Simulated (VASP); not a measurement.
# In (Fm-3m) in VASP: further runs

In is run at these levels: BLYP; tasks: single point.

Program: VASP 6.6.1. These are calculated values, not measurements. Logs are shortened: lines on timing, memory, paths and dates and some standing lists are left out, and cuts for length are marked.

## 1. The cell of the first run

Symmetry: Fm-3m, No. 225, cubic system. Conventional cell: a = 4.991 Å, b = 4.991 Å, c = 4.991 Å, α = 90.00°, β = 90.00°, γ = 90.00°. Within 4.6 Å of In (site symmetry m-3m) lie 12 In at 3.53 Å.

## 2. Single point, BLYP

INCAR

```
AGGAC = 1.0
AGGAX = 1.0
ALDAC = 0.0
ALDAX = 1.0
ALGO = Normal
EDIFF = 1E-6
ENCUT = 520
GGA = B5
ISIF = 2
ISMEAR = -1
LASPH = True
LCHARG = False
LREAL = False
LWAVE = False
NBANDS = 12
NELM = 100
PREC = Accurate
SIGMA = 0.1
```

KPOINTS

```
k-points
0
Gamma
  12 12 12
```

POSCAR

```
In
1.0
    0.0000000000      2.4954602183      2.4954602183
    2.4954602183      0.0000000000      2.4954602183
    2.4954602183      2.4954602183      0.0000000000
In
1
Direct
    0.0000000000      0.0000000000      0.0000000000
```

Potentials or basis: VASP PAW PBE potentials, release 64 (In_d).

The run is started by

```bash
$ cat potpaw_PBE.64/In_d/POTCAR > POTCAR
$ mpirun -np 1 vasp_std > vasp.out
```

OUTCAR:

```text
EDIFF = 1E-6
   ENCUT = 520
   GGA = B5
   ISIF = 2
   ISMEAR = -1
   LASPH = True
   LREAL = False
   NELM = 100
   PREC = Accurate

 ion  position               nearest neighbor table
   1  0.000  0.000  0.000-

  LATTYP: Found a face centered cubic cell.
 ALAT       =     4.9909204366

  Lattice vectors:

 A1 = (   0.0000000000,   2.4954602183,   2.4954602183)
 A2 = (   2.4954602183,   0.0000000000,   2.4954602183)
 A3 = (   2.4954602183,   2.4954602183,   0.0000000000)

Analysis of symmetry for initial positions (statically):
=====================================================================
 Subroutine PRICEL returns:
 Original cell was already a primitive cell.

 Routine SETGRP: Setting up the symmetry group for a
 face centered cubic supercell.

 Subroutine GETGRP returns: Found 48 space group operations
 (whereof 48 operations were pure point group operations)
 out of a pool of 48 trial point group operations.

The static configuration has the point symmetry O_h .

Analysis of symmetry for dynamics (positions and initial velocities):
=====================================================================
 Subroutine PRICEL returns:
 Original cell was already a primitive cell.

 Routine SETGRP: Setting up the symmetry group for a
 face centered cubic supercell.

 Subroutine GETGRP returns: Found 48 space group operations
 (whereof 48 operations were pure point group operations)
 out of a pool of 48 trial point group operations.

The dynamic configuration has the point symmetry O_h .

 Subroutine INISYM returns: Found 48 space group operations
 (whereof 48 operations are pure point group operations),
 and found     1 'primitive' translations

----------------------------------------------------------------------------------------

                                     Primitive cell

  volume of cell :      31.0801

  direct lattice vectors                    reciprocal lattice vectors
     0.000000000  2.495460218  2.495460218    -0.200363843  0.200363843  0.200363843
     2.495460218  0.000000000  2.495460218     0.200363843 -0.200363843  0.200363843
     2.495460218  2.495460218  0.000000000     0.200363843  0.200363843 -0.200363843

  length of vectors
     3.529113685  3.529113685  3.529113685     0.347040356  0.347040356  0.347040356

  position of ions in fractional coordinates (direct lattice)
     0.000000000  0.000000000  0.000000000

  ion indices of the primitive-cell ions
   primitive index   ion index
                 1           1

----------------------------------------------------------------------------------------

 KPOINTS: k-points

Automatic generation of k-mesh.
 Grid dimensions read from file:
 generate k-points for:   12   12   12

 Generating k-lattice:

  Cartesian coordinates                     Fractional coordinates (reciprocal lattice)
    -0.016696987  0.016696987  0.016696987     0.083333333  0.000000000  0.000000000
     0.016696987 -0.016696987  0.016696987     0.000000000  0.083333333  0.000000000
     0.016696987  0.016696987 -0.016696987     0.000000000  0.000000000  0.083333333

  Length of vectors
     0.028920030  0.028920030  0.028920030

  Shift w.r.t. Gamma in fractional coordinates (k-lattice)
     0.000000000  0.000000000  0.000000000

 Subroutine IBZKPT returns following result:
 ===========================================

 Found     72 irreducible k-points:

 Following reciprocal coordinates:
            Coordinates               Weight
  0.000000  0.000000  0.000000      1.000000
  0.083333  0.000000  0.000000      8.000000
  0.166667  0.000000  0.000000      8.000000
  0.250000  0.000000  0.000000      8.000000
  0.333333  0.000000  0.000000      8.000000
  0.416667  0.000000  0.000000      8.000000
[... 16 lines left out ...]
  0.500000  0.166667  0.000000     24.000000
 -0.416667  0.166667  0.000000     24.000000
 [... further k-points ...]
   k-points           NKPTS =     72   k-points in BZ     NKDIM =     72   number of bands    NBANDS=     12
   number of dos      NEDOS =    301   number of ions     NIONS =      1
   total plane-waves  NPLWV =  21952
   dimension x,y,z NGX =    28 NGY =   28 NGZ =   28
   dimension x,y,z NGXF=    56 NGYF=   56 NGZF=   56
   ions per type =               1
   NGX,Y,Z   is equivalent  to a cutoff of  13.19, 13.19, 13.19 a.u.
   NGXF,Y,Z  is equivalent  to a cutoff of  26.38, 26.38, 26.38 a.u.
 SYSTEM =  unknown system
   PREC   = accura    normal or accurate (medium, high low for compatibility)
   ISTART =      0    job   : 0-new  1-cont  2-samecut
   ICHARG =      2    charge: 1-file 2-atom 10-const
   ISPIN  =      1    spin polarized calculation?
   LNONCOLLINEAR =      F non collinear calculations
   LSORBIT =      F    spin-orbit coupling
   LASPH  =      T    aspherical Exc in radial PAW
   ENCUT  =  520.0 eV  38.22 Ry    6.18 a.u.   6.56  6.56  6.56*2*pi/ulx,y,z
   NELM   =    100;   NELMIN=  2; NELMDL= -5     # of ELM steps
   EDIFF  = 0.1E-05   stopping-criterion for ELM
   LREAL  =      F    real-space projection
   EDIFFG = 0.1E-04   stopping-criterion for IOM
   NSW    =      0    number of steps for IOM
   IBRION =     -1    ionic relax: 0-MD 1-quasi-New 2-CG
   NFREE  =      0    steps in history (QN), initial steepest desc. (CG)
   ISIF   =      2    stress and relaxation
   ISYM   =      2    0-nonsym 1-usesym 2-fastsym
   POTIM  = 0.5000    time-step for ionic-motion
   TEBEG  =    0.0;   TEEND  =   0.0 temperature during run
   PSTRESS=    0.0 pullay stress
   NELECT =      13.0000    total number of electrons
   NUPDOWN=      -1.0000    fix difference up-down
   EMIN   =  10.00;   EMAX   =-10.00  energy-range for DOS
   EFERMI =   0.00;   METHOD = LEGACY
   ISMEAR =    -1;   SIGMA  =   0.10  broadening in eV -4-tet -1-fermi 0-gaus
   EFERMI_NEDOS =   21; number of points for ismear=-14 and -15
   IALGO  =     38    algorithm
   IMIX   =      4    mixing-type and parameters
     AMIX     =   0.40;   BMIX     =  1.00
     AMIX_MAG =   1.60;   BMIX_MAG =  1.00
  volume/ion in A,a.u.               =      31.08       209.74
  Fermi-wavevector in a.u.,A,eV,Ry     =   1.224321  2.313631 20.394615  1.498962
  Thomas-Fermi vector in A             =   2.359400
   LORBIT       =      0    0 simple, 1 ext, 2 COOP (PROOUT), +10 PAW based schemes
   GGA     = B5    functional components
   LHFCALC =     F    Hartree Fock is set to
   AEXX    =    0.0000 exact exchange contribution
   IVDW    =     0    specifies the selected vdW correction
   LEPSILON=     F    determine dielectric tensor
   LRPA    =     F    only Hartree local field effects (RPA)
 non-spin polarized calculation
  energy-cutoff  :      520.00
  volume of cell :       31.08
 maximum number of plane-waves:       869
 NGX is ok and might be reduce to    28
   NGX = 13   NGY = 13   NGZ = 13

 number of electron      13.0000001 magnetization

 Free energy of the ion-electron system (eV)
  ---------------------------------------------------
  ext. energy  EPLUGINS =         0.00000000
  ---------------------------------------------------
  free energy    TOTEN  =        -1.86852340 eV

  energy without entropy =       -1.84819899  energy(sigma->0) =       -1.85836120

 E-fermi :   6.1764     XC(G=0):  -8.8818

 val. band max:        6.1370114556   @ k =  -0.3333   0.3333   0.0000
 cond. band min:       6.2085161863   @ k =   0.5000   0.3333   0.0000
 fundamental gap:      0.0715047307
 Fermi energy:         6.1764284171

 k-point     1 :       0.0000    0.0000    0.0000
  band No.  band energies     occupation
      1      -8.3733      2.00000
      2      -8.3733      2.00000
      3      -8.3733      2.00000
      4      -8.2668      2.00000
      5      -8.2668      2.00000
      6      -2.2798      2.00000
      7      15.0106      0.00000
      8      15.0106      0.00000
      9      15.0106      0.00000
     10      17.6491      0.00000
     11      18.9393      0.00000
     12      18.9393      0.00000

 k-point     2 :       0.0833    0.0000    0.0000
  band No.  band energies     occupation
      1      -8.3736      2.00000
      2      -8.3658      2.00000
      3      -8.3658      2.00000
      4      -8.2673      2.00000
      5      -8.2673      2.00000
      6      -2.1483      2.00000
      7      13.6719      0.00000
      8      14.8127      0.00000
      9      14.8127      0.00000
     10      17.1806      0.00000
     11      19.2877      0.00000
     12      19.2877      0.00000

 k-point     3 :       0.1667    0.0000    0.0000
  band No.  band energies     occupation
      1      -8.3754      2.00000
      2      -8.3510      2.00000
      3      -8.3510      2.00000
      4      -8.2628      2.00000
      5      -8.2628      2.00000
      6      -1.7520      2.00000
      7      11.2764      0.00000
      8      14.3788      0.00000
      9      14.3789      0.00000
     10      16.9354      0.00000
     11      19.8614      0.00000
     12      19.8614      0.00000
[... 286 lines left out ...]
 k-point    23 :       0.5000    0.1667    0.0000
  band No.  band energies     occupation
      1      -8.3990      2.00000
      2      -8.3453      2.00000
      3      -8.3154      2.00000
      4      -8.2211      2.00000
      5      -8.1641      2.00000
      6       1.7872      2.00000
      7       4.6651      2.00000
      8      10.5513      0.00000
      9      11.9197      0.00000
     10      14.9332      0.00000
     11      19.9109      0.00000
     12      19.9156      0.00000

 k-point    24 :      -0.4167    0.1667    0.0000
  band No.  band energies     occupation
      1      -8.3886      2.00000
      2      -8.3467      2.00000
      3      -8.3199      2.00000
      4      -8.2073      2.00000
      5      -8.1800      2.00000
      6       2.0866      2.00000
      7       4.2902      2.00000
      8      10.0809      0.00000
      9      12.3447      0.00000
     10      15.2312      0.00000
     11      19.4573      0.00000
     12      19.5966      0.00000

 [... further k-points ...]

------------------------ aborting loop because EDIFF is reached ----------------------------------------

  FORCE on cell =-STRESS in cart. coord.  units (eV):
  Direction    XX          YY          ZZ          XY          YZ          ZX
  --------------------------------------------------------------------------------------
  -------------------------------------------------------------------------------------
  Total       -0.0093815     -0.0093815     -0.0093815      0.0000000      0.0000000      0.0000000
  in kB       -0.4836158     -0.4836158     -0.4836158      0.0000000      0.0000000      0.0000000
  external PRESSURE =      -0.4836158 kB  Pullay stress =       0.0000000 kB

 VOLUME and BASIS-vectors are now :
 -----------------------------------------------------------------------------
  energy-cutoff  :      520.00
  volume of cell :       31.08
      direct lattice vectors                 reciprocal lattice vectors
     0.000000000  2.495460218  2.495460218    -0.200363843  0.200363843  0.200363843
     2.495460218  0.000000000  2.495460218     0.200363843 -0.200363843  0.200363843
     2.495460218  2.495460218  0.000000000     0.200363843  0.200363843 -0.200363843

 POSITION                                       TOTAL-FORCE (eV/Angst)
 -----------------------------------------------------------------------------------
      0.00000      0.00000      0.00000        -0.000000     -0.000000     -0.000000
 -----------------------------------------------------------------------------------
    total drift:                               -0.000000     -0.000000     -0.000000

  FREE ENERGIE OF THE ION-ELECTRON SYSTEM (eV)
  ---------------------------------------------------
  free  energy   TOTEN  =        -1.8685233966 eV

  energy  without entropy=       -1.8481989949  energy(sigma->0) =       -1.85836120
```

It took 24 s on 1 thread of Intel Xeon 6975P-C, shared host; peak memory 0.17 GiB.

Results:

- Free energy: -1.8685 eV
- Pressure: 0.0 GPa

Levels at points of the mesh, in eV from the Fermi level:
```csv
k point,band 4,band 5,band 6,band 7,band 8,band 9
"(0.00, 0.00, 0.00)",-14.44,-14.44,-8.46,8.83,8.83,8.83
"(0.50, 0.00, 0.00)",-14.34,-14.34,-4.36,-2.57,7.06,7.06
"(0.50, 0.50, 0.00)",-14.32,-14.32,-2.59,-1.64,3.59,3.59
```

Caveat: the PAW data sets were made with another functional, which shifts forces and pressure a little; spin-orbit coupling is left out, which moves the levels of the heavy elements.

[end of part 1 of 2]
